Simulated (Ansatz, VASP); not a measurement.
**Two plane-wave programs on CdS**

```
Cd S
1.0
     0.00000    2.87850    2.87850
     2.87850    0.00000    2.87850
     2.87850    2.87850    0.00000
Cd S
1 1
Direct
  0.00000 0.00000 0.00000
  0.75000 0.75000 0.75000
```

Change from the starting cell: strained cell.

Alike in both runs: functional PBE; k mesh 8 × 8 × 8; occupations gaussian, width 0.02 eV; no spin polarisation.

Ansatz relaxed the structure, and its values are those at the end. VASP's run is a single point on that final structure, the one shown.

|  | VASP | Ansatz |
| --- | --- | --- |
| version | VASP 6.6.1 | Ansatz 0.2.0 |
| potentials or method | VASP PAW PBE potentials, release 64 (Cd, S), cutoff 520 eV | scalar-relativistic, plane waves, PAW |
| valence electrons in the cell | 18 | 26 |

|  | VASP | Ansatz | Ansatz less VASP |
| --- | --- | --- | --- |
| gap on the k mesh at the Fermi level (eV) | 1.23 | 1.23 | -0.008 |
| least direct gap on the mesh (eV) | 1.23 | 1.23 | -0.008 |
| pressure (GPa) | 6.1 | 5.7 | -0.41 |

VASP's potentials hold 18 valence electrons a cell and Ansatz's 26, so a difference there can come from the potentials and not from the codes. Ansatz's warnings: stress scf threshold loose.
